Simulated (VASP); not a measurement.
# Pt (Fm-3m) in VASP: notebook

Runs on Pt. Level: PBE+D3(BJ). Tasks: single point, relaxation of cell and atoms.

Everything below comes from runs of VASP 6.6.1. Logs are shortened: lines on timing, memory, paths and dates and some standing lists are left out, and cuts for length are marked.

**1. The cell of the first run**

Symmetry: Fm-3m, No. 225, cubic system. The conventional cell has a = 3.943 Å, b = 3.943 Å, c = 3.943 Å, α = 90.00°, β = 90.00°, γ = 90.00°. Pt (site symmetry m-3m) has 12 Pt at 2.79 Å within 3.7 Å.

**2. Single point, PBE+D3(BJ)**

Input file INCAR:

```
  PREC = Accurate
  ENCUT = 520
  EDIFF = 1E-6
  ISMEAR = 0
  SIGMA = 0.1
  LREAL = False
  LASPH = True
  NELM = 60
  ALGO = Normal
  ISIF = 2
  LWAVE = False
  LCHARG = True
  GGA = PE
  IVDW = 12
  LELF = True
  LVHAR = True
  NBANDS = 11
```

Input file KPOINTS:

```
regular mesh
0
Gamma
  8 8 8
```

Input file POSCAR:

```
Pt
1.0
    0.0000000000      1.9715751809      1.9715751809
    1.9715751809      0.0000000000      1.9715751809
    1.9715751809      1.9715751809      0.0000000000
Pt
1
Direct
    0.0000000000      0.0000000000      0.0000000000
```

Potentials or basis: VASP PAW PBE potentials, release 64 (Pt).

Command:

```
cat potpaw_PBE.64/Pt/POTCAR > POTCAR
mpirun -np 1 vasp_std > vasp.out
```

OUTCAR:

```text
PREC = Accurate
   ENCUT = 520
   EDIFF = 1E-6
   ISMEAR = 0
   LREAL = False
   LASPH = True
   NELM = 60
   ISIF = 2
   GGA = PE
   IVDW = 12
 IVDW          = 12

 ion  position               nearest neighbor table
   1  0.000  0.000  0.000-

  LATTYP: Found a face centered cubic cell.
 ALAT       =     3.9431503618

  Lattice vectors:

 A1 = (   0.0000000000,   1.9715751809,   1.9715751809)
 A2 = (   1.9715751809,   0.0000000000,   1.9715751809)
 A3 = (   1.9715751809,   1.9715751809,   0.0000000000)

Analysis of symmetry for initial positions (statically):
=====================================================================
 Subroutine PRICEL returns:
 Original cell was already a primitive cell.

 Routine SETGRP: Setting up the symmetry group for a
 face centered cubic supercell.

 Subroutine GETGRP returns: Found 48 space group operations
 (whereof 48 operations were pure point group operations)
 out of a pool of 48 trial point group operations.

The static configuration has the point symmetry O_h .

Analysis of symmetry for dynamics (positions and initial velocities):
=====================================================================
 Subroutine PRICEL returns:
 Original cell was already a primitive cell.

 Routine SETGRP: Setting up the symmetry group for a
 face centered cubic supercell.

 Subroutine GETGRP returns: Found 48 space group operations
 (whereof 48 operations were pure point group operations)
 out of a pool of 48 trial point group operations.

The dynamic configuration has the point symmetry O_h .

 Subroutine INISYM returns: Found 48 space group operations
 (whereof 48 operations are pure point group operations),
 and found     1 'primitive' translations

----------------------------------------------------------------------------------------

                                     Primitive cell

  volume of cell :      15.3275

  direct lattice vectors                    reciprocal lattice vectors
     0.000000000  1.971575181  1.971575181    -0.253604329  0.253604329  0.253604329
     1.971575181  0.000000000  1.971575181     0.253604329 -0.253604329  0.253604329
     1.971575181  1.971575181  0.000000000     0.253604329  0.253604329 -0.253604329

  length of vectors
     2.788228360  2.788228360  2.788228360     0.439255582  0.439255582  0.439255582

  position of ions in fractional coordinates (direct lattice)
     0.000000000  0.000000000  0.000000000

  ion indices of the primitive-cell ions
   primitive index   ion index
                 1           1

----------------------------------------------------------------------------------------

 KPOINTS: regular mesh

Automatic generation of k-mesh.
 Grid dimensions read from file:
 generate k-points for:    8    8    8

 Generating k-lattice:

  Cartesian coordinates                     Fractional coordinates (reciprocal lattice)
    -0.031700541  0.031700541  0.031700541     0.125000000  0.000000000  0.000000000
     0.031700541 -0.031700541  0.031700541     0.000000000  0.125000000  0.000000000
     0.031700541  0.031700541 -0.031700541     0.000000000  0.000000000  0.125000000

  Length of vectors
     0.054906948  0.054906948  0.054906948

  Shift w.r.t. Gamma in fractional coordinates (k-lattice)
     0.000000000  0.000000000  0.000000000

 Subroutine IBZKPT returns following result:
 ===========================================

 Found     29 irreducible k-points:

 Following reciprocal coordinates:
            Coordinates               Weight
  0.000000  0.000000  0.000000      1.000000
  0.125000  0.000000  0.000000      8.000000
  0.250000  0.000000  0.000000      8.000000
  0.375000  0.000000  0.000000      8.000000
  0.500000  0.000000  0.000000      4.000000
  0.125000  0.125000  0.000000      6.000000
[... 16 lines left out ...]
  0.500000  0.250000  0.125000     48.000000
 -0.375000  0.250000  0.125000     24.000000
 [... further k-points ...]
   k-points           NKPTS =     29   k-points in BZ     NKDIM =     29   number of bands    NBANDS=     11
   number of dos      NEDOS =    301   number of ions     NIONS =      1
   total plane-waves  NPLWV =  13824
   dimension x,y,z NGX =    24 NGY =   24 NGZ =   24
   dimension x,y,z NGXF=    48 NGYF=   48 NGZF=   48
   ions per type =               1
   NGX,Y,Z   is equivalent  to a cutoff of  14.31, 14.31, 14.31 a.u.
   NGXF,Y,Z  is equivalent  to a cutoff of  28.62, 28.62, 28.62 a.u.
 SYSTEM =  unknown system
   PREC   = accura    normal or accurate (medium, high low for compatibility)
   ISTART =      0    job   : 0-new  1-cont  2-samecut
   ICHARG =      2    charge: 1-file 2-atom 10-const
   ISPIN  =      1    spin polarized calculation?
   LNONCOLLINEAR =      F non collinear calculations
   LSORBIT =      F    spin-orbit coupling
   LASPH  =      T    aspherical Exc in radial PAW
   ENCUT  =  520.0 eV  38.22 Ry    6.18 a.u.   5.18  5.18  5.18*2*pi/ulx,y,z
   NELM   =     60;   NELMIN=  2; NELMDL= -5     # of ELM steps
   EDIFF  = 0.1E-05   stopping-criterion for ELM
   LREAL  =      F    real-space projection
   EDIFFG = 0.1E-04   stopping-criterion for IOM
   NSW    =      0    number of steps for IOM
   IBRION =     -1    ionic relax: 0-MD 1-quasi-New 2-CG
   NFREE  =      0    steps in history (QN), initial steepest desc. (CG)
   ISIF   =      2    stress and relaxation
   ISYM   =      2    0-nonsym 1-usesym 2-fastsym
   POTIM  = 0.5000    time-step for ionic-motion
   TEBEG  =    0.0;   TEEND  =   0.0 temperature during run
   PSTRESS=    0.0 pullay stress
   NELECT =      10.0000    total number of electrons
   NUPDOWN=      -1.0000    fix difference up-down
   EMIN   =  10.00;   EMAX   =-10.00  energy-range for DOS
   EFERMI =   0.00;   METHOD = LEGACY
   ISMEAR =     0;   SIGMA  =   0.10  broadening in eV -4-tet -1-fermi 0-gaus
   EFERMI_NEDOS =   21; number of points for ismear=-14 and -15
   IALGO  =     38    algorithm
   IMIX   =      4    mixing-type and parameters
     AMIX     =   0.40;   BMIX     =  1.00
     AMIX_MAG =   1.60;   BMIX_MAG =  1.00
  volume/ion in A,a.u.               =      15.33       103.43
  Fermi-wavevector in a.u.,A,eV,Ry     =   1.419880  2.683183 27.430132  2.016058
  Thomas-Fermi vector in A             =   2.540854
   LORBIT       =      0    0 simple, 1 ext, 2 COOP (PROOUT), +10 PAW based schemes
   GGA     = PE    functional components
   LHFCALC =     F    Hartree Fock is set to
   AEXX    =    0.0000 exact exchange contribution
   IVDW    =    12    specifies the selected vdW correction
   LEPSILON=     F    determine dielectric tensor
   LRPA    =     F    only Hartree local field effects (RPA)
 non-spin polarized calculation
 Gauss-broadening in eV      SIGMA  =   0.10
  energy-cutoff  :      520.00
  volume of cell :       15.33
 maximum number of plane-waves:       428
 NGX is ok and might be reduce to    24
   NGX = 11   NGY = 11   NGZ = 11

 number of electron      10.0000001 magnetization

 Free energy of the ion-electron system (eV)
  ---------------------------------------------------
  ext. energy  EPLUGINS =         0.00000000
  ---------------------------------------------------
  free energy    TOTEN  =        -6.08334867 eV

  energy without entropy =       -6.07415908  energy(sigma->0) =       -6.07875388

 E-fermi :  10.8847     XC(G=0): -13.4007

 val. band max:       10.7491539477   @ k =  -0.3750   0.3750   0.0000
 cond. band min:      10.8900985534   @ k =  -0.2500   0.1250   0.0000
 fundamental gap:      0.1409446056
 Fermi energy:        10.8846850364

 k-point     1 :       0.0000    0.0000    0.0000
  band No.  band energies     occupation
      1       0.9207      2.00000
      2       7.2367      2.00000
      3       7.2367      2.00000
      4       7.2367      2.00000
      5       9.3288      2.00000
      6       9.3288      2.00000
      7      25.6450      0.00000
      8      30.5169      0.00000
      9      30.5169      0.00000
     10      30.5169      0.00000
     11      35.8108      0.00000

 k-point     2 :       0.1250    0.0000    0.0000
  band No.  band energies     occupation
      1       1.5220      2.00000
      2       7.0027      2.00000
      3       7.4503      2.00000
      4       7.4503      2.00000
      5       9.2322      2.00000
      6       9.2322      2.00000
      7      26.5065      0.00000
      8      28.0585      0.00000
      9      31.4285      0.00000
     10      31.4285      0.00000
     11      36.9869      0.00000

 k-point     3 :       0.2500    0.0000    0.0000
  band No.  band energies     occupation
      1       2.9393      2.00000
      2       6.9038      2.00000
      3       7.6005      2.00000
      4       7.6005      2.00000
      5       9.5045      2.00000
      6       9.5045      2.00000
      7      24.1665      0.00000
      8      27.3059      0.00000
      9      33.4197      0.00000
     10      33.4197      0.00000
     11      34.3428      0.00000

 k-point     4 :       0.3750    0.0000    0.0000
  band No.  band energies     occupation
      1       3.7346      2.00000
      2       7.3289      2.00000
      3       7.3289      2.00000
      4       8.5382      2.00000
      5      10.4352      2.00000
      6      10.4352      2.00000
      7      19.6070      0.00000
      8      25.8816      0.00000
      9      31.2043      0.00000
     10      31.2043      0.00000
     11      37.2247      0.00000
[... 239 lines left out ...]
 k-point    22 :       0.3750    0.2500    0.1250
  band No.  band energies     occupation
      1       4.2022      2.00000
      2       5.9566      2.00000
      3       7.2254      2.00000
      4       8.8534      2.00000
      5       8.9380      2.00000
      6      10.9389      0.44302
      7      24.3584      0.00000
      8      26.5278      0.00000
      9      28.8191      0.00000
     10      31.1108      0.00000
     11      34.9706      0.00000

 k-point    23 :       0.5000    0.2500    0.1250
  band No.  band energies     occupation
      1       5.0146      2.00000
      2       6.4456      2.00000
      3       6.7235      2.00000
      4       8.5681      2.00000
      5      10.2022      2.00000
      6      12.8208      0.00000
      7      20.1124      0.00000
      8      25.2026      0.00000
      9      27.0866      0.00000
     10      31.3006      0.00000
     11      35.1204      0.00000

 k-point    24 :      -0.3750    0.2500    0.1250
  band No.  band energies     occupation
      1       5.0379      2.00000
      2       6.2442      2.00000
      3       7.5793      2.00000
      4       8.3105      2.00000
      5      10.7313      1.96991
      6      15.3244      0.00000
      7      16.3569      0.00000
      8      25.5211      0.00000
      9      25.9444      0.00000
     10      30.0289      0.00000
     11      36.9674      0.00000

 [... further k-points ...]

------------------------ aborting loop because EDIFF is reached ----------------------------------------

 Edisp (eV)   -0.76620

 E8    (eV) :    -0.3513

  FORCE on cell =-STRESS in cart. coord.  units (eV):
  Direction    XX          YY          ZZ          XY          YZ          ZX
  --------------------------------------------------------------------------------------
  -------------------------------------------------------------------------------------
  Total      -0.40067    -0.40067    -0.40067     0.00000     0.00000     0.00000
  in kB     -41.88203   -41.88203   -41.88203     0.00000     0.00000     0.00000
  external pressure =      -41.88 kB  Pullay stress =        0.00 kB

 VOLUME and BASIS-vectors are now :
 -----------------------------------------------------------------------------
  energy-cutoff  :      520.00
  volume of cell :       15.33
      direct lattice vectors                 reciprocal lattice vectors
     0.000000000  1.971575181  1.971575181    -0.253604329  0.253604329  0.253604329
     1.971575181  0.000000000  1.971575181     0.253604329 -0.253604329  0.253604329
     1.971575181  1.971575181  0.000000000     0.253604329  0.253604329 -0.253604329

 POSITION                                       TOTAL-FORCE (eV/Angst)
 -----------------------------------------------------------------------------------
      0.00000      0.00000      0.00000         0.000000     -0.000000      0.000000
 -----------------------------------------------------------------------------------
    total drift:                               -0.000000      0.000000     -0.000000

  FREE ENERGIE OF THE ION-ELECTRON SYSTEM (eV)
  ---------------------------------------------------
  free  energy   TOTEN  =        -6.8495467414 eV

  energy  without entropy=       -6.8403571472  energy(sigma->0) =       -6.84495194
```

Wall time 6.3 s (1 thread of Intel Xeon Platinum 8559C (Emerald Rapids), shared host); peak memory 0.15 GiB.

Results:

```yaml
Free_energy: -6.8495 eV
Pressure: -4.2 GPa
Band_gap_on_the_k_mesh: zero (bands 5 and 6 overlap by 2.16 eV)
Dispersion_energy_per_atom: -0.766 eV
```

Caveat: the cell stands under tension; spin-orbit coupling is left out, which moves the levels of the heavy elements.

(Part 1 of 2 ends here.)
